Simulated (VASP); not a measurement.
Here is a VASP 6.6.1 calculation.

The input INCAR:

```
SYSTEM = SnO
PREC = Accurate
ENCUT = 520
EDIFF = 1E-6
ISMEAR = 0
SIGMA = 0.05
LREAL = .False.
LASPH = .True.
NELM = 100
ALGO = Normal
ISIF = 2
LWAVE = .False.
LCHARG = .True.
GGA = PE
IVDW = 12
LELF = .True.
LVHAR = .True.
NBANDS = 28
```

File KPOINTS:

```
Automatic mesh
0
Gamma
  10 6 8
  0 0 0
```

POSCAR

```
SnO
1.0
    3.3900418654      0.0000000000      0.0000000000
    0.0000000000      5.4539071048      0.0000000000
    0.0000000000      0.0000000000      3.7291416052
Sn O
2 2
Direct
    0.0000000000      0.2345104856      0.5269946555
    0.5000000000      0.7654895144      0.0269946555
    0.0000000000      0.8836051479      0.7230063445
    0.5000000000      0.1163948521      0.2230063445
```

Potentials or basis: VASP PAW PBE potentials, release 64 (Sn_d, O).

Command:

```console
$ cat potpaw_PBE.64/Sn_d/POTCAR potpaw_PBE.64/O/POTCAR > POTCAR
$ mpirun -np 1 vasp_std > vasp.out
```

Problem. Estimate the pressure.

Solution. 8.2 GPa.

Problem. Estimate the band gap on the k mesh.

Solution. 1.19 eV (least direct gap 2.12 eV).

Problem. Predict the largest force.

Solution. 1.622 eV/Å.

Forces in eV/Å, atoms in the order of the input:
```
Sn   0.000  1.617  0.130
Sn   0.000 -1.617  0.130
O    0.000 -0.535 -0.130
O    0.000  0.535 -0.130
```

Caveat: the stress differs along the axes, from 5 to 13 GPa; spin-orbit coupling is left out, which moves the levels of the heavy elements; forces of over 1 eV/Å act on the atoms, so gaps and moduli don't describe the material at rest. A k mesh can miss the band edges.
